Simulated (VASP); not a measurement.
# Mg2GaC6N6 (F-43m) in VASP: single point with PBE

Aim: the single point of Mg2GaC6N6 with PBE.

All numbers are computed with VASP 6.6.1; they aren't measurements. Logs are shortened: lines on timing, memory, paths and dates and some standing lists are left out, and cuts for length are marked.

### 1 The cell of the first run

The structure is cubic, space group F-43m (No. 216). Conventional cell: a = 10.282 Å, b = 10.282 Å, c = 10.282 Å, α = 90.00°, β = 90.00°, γ = 90.00°. Mg (site symmetry -43m) has 6 N at 2.08 Å within 2.7 Å. Within 4.8 Å of Mg (site symmetry -43m) lie 12 N at 3.67 Å and 12 C at 3.70 Å and 4 Mg at 4.45 Å and 4 Ga at 4.45 Å. Ga (site symmetry -43m) has 6 C at 1.90 Å within 2.5 Å. C (site symmetry 2mm) has 1 N at 1.17 Å within 1.6 Å. N (site symmetry 2mm) has 1 C at 1.17 Å within 1.6 Å.

### 2 Single point, PBE

INCAR

```
PREC     = Accurate       # precision mode
ENCUT    = 520            # plane-wave cutoff, eV
EDIFF    = 1E-6           # SCF threshold, eV
ISMEAR   = 0              # smearing method
SIGMA    = 0.1            # smearing width, eV
LREAL    = Auto         
LASPH    = True           # aspherical terms in the spheres
NELM     = 100            # most SCF steps
ALGO     = Normal         # electronic algorithm
ISIF     = 2              # what is computed and relaxed
LWAVE    = False          # write WAVECAR
LCHARG   = False          # write CHGCAR
GGA      = PE             # functional
NBANDS   = 48             # bands
```

KPOINTS

```
regular mesh
0
Gamma
  4 4 4
```

POSCAR

```
Mg2GaC6N6
1.0
    0.0000000000      5.1410000000      5.1410000000
    5.1410000000      0.0000000000      5.1410000000
    5.1410000000      5.1410000000      0.0000000000
Mg Ga C N
2 1 6 6
Direct
    0.5000000000      0.5000000000      0.5000000000
    0.7500000000      0.7500000000      0.7500000000
    0.0000000000      0.0000000000      0.0000000000
    0.8156000800      0.1843999200      0.1843999200
    0.1843999200      0.1843999200      0.8156000800
    0.8156000800      0.1843999200      0.8156000800
    0.1843999200      0.8156000800      0.8156000800
    0.8156000800      0.8156000800      0.1843999200
    0.1843999200      0.8156000800      0.1843999200
    0.7018089900      0.2981910100      0.2981910100
    0.2981910100      0.2981910100      0.7018089900
    0.7018089900      0.2981910100      0.7018089900
    0.2981910100      0.7018089900      0.7018089900
    0.7018089900      0.7018089900      0.2981910100
    0.2981910100      0.7018089900      0.2981910100
```

Potentials or basis: VASP PAW PBE potentials, release 64 (Mg, Ga_d, C, N).

The run is started by

```bash
$ cat potpaw_PBE.64/Mg/POTCAR potpaw_PBE.64/Ga_d/POTCAR potpaw_PBE.64/C/POTCAR potpaw_PBE.64/N/POTCAR > POTCAR
$ mpirun -np 1 vasp_std > vasp.out
```

OUTCAR:

```text
PREC = Accurate
   ENCUT = 520
   EDIFF = 1E-6
   ISMEAR = 0
   LREAL = Auto
   LASPH = True
   NELM = 100
   ISIF = 2
   GGA = PE

 ion  position               nearest neighbor table
   1  0.500  0.500  0.500-  10 2.08  11 2.08  12 2.08  13 2.08  14 2.08  15 2.08
   2  0.750  0.750  0.750-
   3  0.000  0.000  0.000-   4 1.90   5 1.90   6 1.90   7 1.90   8 1.90   9 1.90
   4  0.816  0.184  0.184-  10 1.17   3 1.90
   5  0.184  0.184  0.816-  11 1.17   3 1.90
   6  0.816  0.184  0.816-  12 1.17   3 1.90
   7  0.184  0.816  0.816-  13 1.17   3 1.90
   8  0.816  0.816  0.184-  14 1.17   3 1.90
   9  0.184  0.816  0.184-  15 1.17   3 1.90
  10  0.702  0.298  0.298-   4 1.17   1 2.08
  11  0.298  0.298  0.702-   5 1.17   1 2.08
  12  0.702  0.298  0.702-   6 1.17   1 2.08
  13  0.298  0.702  0.702-   7 1.17   1 2.08
  14  0.702  0.702  0.298-   8 1.17   1 2.08
  15  0.298  0.702  0.298-   9 1.17   1 2.08

  LATTYP: Found a face centered cubic cell.
 ALAT       =    10.2820000000

  Lattice vectors:

 A1 = (   0.0000000000,   5.1410000000,   5.1410000000)
 A2 = (   5.1410000000,   0.0000000000,   5.1410000000)
 A3 = (   5.1410000000,   5.1410000000,   0.0000000000)

Analysis of symmetry for initial positions (statically):
=====================================================================
 Subroutine PRICEL returns:
 Original cell was already a primitive cell.

 Routine SETGRP: Setting up the symmetry group for a
 face centered cubic supercell.

 Subroutine GETGRP returns: Found 24 space group operations
 (whereof 24 operations were pure point group operations)
 out of a pool of 48 trial point group operations.

The static configuration has the point symmetry T_d .

Analysis of symmetry for dynamics (positions and initial velocities):
=====================================================================
 Subroutine PRICEL returns:
 Original cell was already a primitive cell.

 Routine SETGRP: Setting up the symmetry group for a
 face centered cubic supercell.

 Subroutine GETGRP returns: Found 24 space group operations
 (whereof 24 operations were pure point group operations)
[... 119 lines left out ...]
   POTIM  = 0.5000    time-step for ionic-motion
   TEBEG  =    0.0;   TEEND  =   0.0 temperature during run
   PSTRESS=    0.0 pullay stress
   NELECT =      71.0000    total number of electrons
   NUPDOWN=      -1.0000    fix difference up-down
   EMIN   =  10.00;   EMAX   =-10.00  energy-range for DOS
   EFERMI =   0.00;   METHOD = LEGACY
   ISMEAR =     0;   SIGMA  =   0.10  broadening in eV -4-tet -1-fermi 0-gaus
   EFERMI_NEDOS =   21; number of points for ismear=-14 and -15
   IALGO  =     38    algorithm
   IMIX   =      4    mixing-type and parameters
     AMIX     =   0.40;   BMIX     =  1.00
     AMIX_MAG =   1.60;   BMIX_MAG =  1.00
  volume/ion in A,a.u.               =      18.12       122.26
  Fermi-wavevector in a.u.,A,eV,Ry     =   1.046574  1.977738 14.902699  1.095317
  Thomas-Fermi vector in A             =   2.181418
   LORBIT       =      0    0 simple, 1 ext, 2 COOP (PROOUT), +10 PAW based schemes
   GGA     = PE    functional components
   LHFCALC =     F    Hartree Fock is set to
   AEXX    =    0.0000 exact exchange contribution
   IVDW    =     0    specifies the selected vdW correction
   LEPSILON=     F    determine dielectric tensor
   LRPA    =     F    only Hartree local field effects (RPA)
 non-spin polarized calculation
 Gauss-broadening in eV      SIGMA  =   0.10
  energy-cutoff  :      520.00
  volume of cell :      271.75
 maximum number of plane-waves:      7391
   NGX = 27   NGY = 27   NGZ = 27

 number of electron      70.9999979 magnetization

 Free energy of the ion-electron system (eV)
  ---------------------------------------------------
  ext. energy  EPLUGINS =         0.00000000
  ---------------------------------------------------
  free energy    TOTEN  =      -104.17758759 eV

  energy without entropy =     -104.14948344  energy(sigma->0) =     -104.16353552

 E-fermi :  -0.1685     XC(G=0):  -7.4453

 val. band max:       -0.2016908892   @ k =   0.5000   0.0000   0.0000
 cond. band min:      -0.1136891145   @ k =   0.5000   0.2500   0.0000
 fundamental gap:      0.0880017748
 Fermi energy:        -0.1684795492

 k-point     1 :       0.0000    0.0000    0.0000
  band No.  band energies     occupation
      1     -17.9610      2.00000
      2     -17.6814      2.00000
      3     -17.6814      2.00000
      4     -17.6814      2.00000
      5     -17.5866      2.00000
      6     -17.5866      2.00000
[... 389 lines left out ...]
     46       4.7576      0.00000
     47       4.8096      0.00000
 [bands above 47 left out]

------------------------ aborting loop because EDIFF is reached ----------------------------------------

  FORCE on cell =-STRESS in cart. coord.  units (eV):
  Direction    XX          YY          ZZ          XY          YZ          ZX
  --------------------------------------------------------------------------------------
  -------------------------------------------------------------------------------------
  Total       18.3767394     18.3767394     18.3767394     -0.0000000      0.0000000     -0.0000000
  in kB      108.3443409    108.3443409    108.3443409     -0.0000000      0.0000000     -0.0000000
  external PRESSURE =     108.3443409 kB  Pullay stress =       0.0000000 kB

 VOLUME and BASIS-vectors are now :
 -----------------------------------------------------------------------------
  energy-cutoff  :      520.00
  volume of cell :      271.75
      direct lattice vectors                 reciprocal lattice vectors
     0.000000000  5.141000000  5.141000000    -0.097257343  0.097257343  0.097257343
     5.141000000  0.000000000  5.141000000     0.097257343 -0.097257343  0.097257343
     5.141000000  5.141000000  0.000000000     0.097257343  0.097257343 -0.097257343

 POSITION                                       TOTAL-FORCE (eV/Angst)
 -----------------------------------------------------------------------------------
      5.14100      5.14100      5.14100         0.000000      0.000000      0.000000
      7.71150      7.71150      7.71150         0.000000      0.000000      0.000000
      0.00000      0.00000      0.00000         0.000000      0.000000      0.000000
      1.89600      5.14100      5.14100         3.886070      0.000000      0.000000
      5.14100      5.14100      1.89600         0.000000      0.000000      3.886070
      5.14100      8.38600      5.14100         0.000000     -3.886070      0.000000
      8.38600      5.14100      5.14100        -3.886070      0.000000      0.000000
      5.14100      5.14100      8.38600         0.000000      0.000000     -3.886070
      5.14100      1.89600      5.14100         0.000000      3.886070      0.000000
      3.06600      5.14100      5.14100        -0.484697      0.000000      0.000000
      5.14100      5.14100      3.06600         0.000000      0.000000     -0.484697
      5.14100      7.21600      5.14100         0.000000      0.484697      0.000000
      7.21600      5.14100      5.14100         0.484697      0.000000      0.000000
      5.14100      5.14100      7.21600         0.000000      0.000000      0.484697
      5.14100      3.06600      5.14100         0.000000     -0.484697      0.000000
 -----------------------------------------------------------------------------------
    total drift:                               -0.000001     -0.000001     -0.000001

  FREE ENERGIE OF THE ION-ELECTRON SYSTEM (eV)
  ---------------------------------------------------
  free  energy   TOTEN  =      -104.1775875856 eV

  energy  without entropy=     -104.1494834449  energy(sigma->0) =     -104.16353552
```

stdout:

```text
POSCAR found type information on POSCAR MgGaC N
 POSCAR found :  4 types and      15 ions
 scaLAPACK will be used
 LDA part: xc-table for (Slater+PW92), standard interpolation
 POSCAR, INCAR and KPOINTS ok, starting setup
 FFT: planning ... GRIDC
 FFT: planning ... GRID_SOFT
 FFT: planning ... GRID
 WAVECAR not read
 entering main loop
```

Run time: 6.1 min. Hardware: 1 thread of AMD EPYC 7R43 (Zen 3), shared host; peak memory 0.37 GiB.

Results:

| Property | Result |
| --- | --- |
| Free energy | -104.1776 eV |
| Pressure | 10.8 GPa |
| Largest force | 3.886 eV/Å |

Forces in eV/Å, atoms in the order of the input:
```
Mg   0.000  0.000  0.000
Mg   0.000  0.000  0.000
Ga   0.000  0.000  0.000
C    3.886  0.000  0.000
C    0.000  0.000  3.886
C    0.000 -3.886  0.000
C   -3.886  0.000  0.000
C    0.000  0.000 -3.886
C    0.000  3.886  0.000
N   -0.485  0.000  0.000
N    0.000  0.000 -0.485
N    0.000  0.485  0.000
N    0.485  0.000  0.000
N    0.000  0.000  0.485
N    0.000 -0.485  0.000
```

Caveat: forces of over 1 eV/Å act on the atoms, so gaps and moduli don't describe the material at rest.
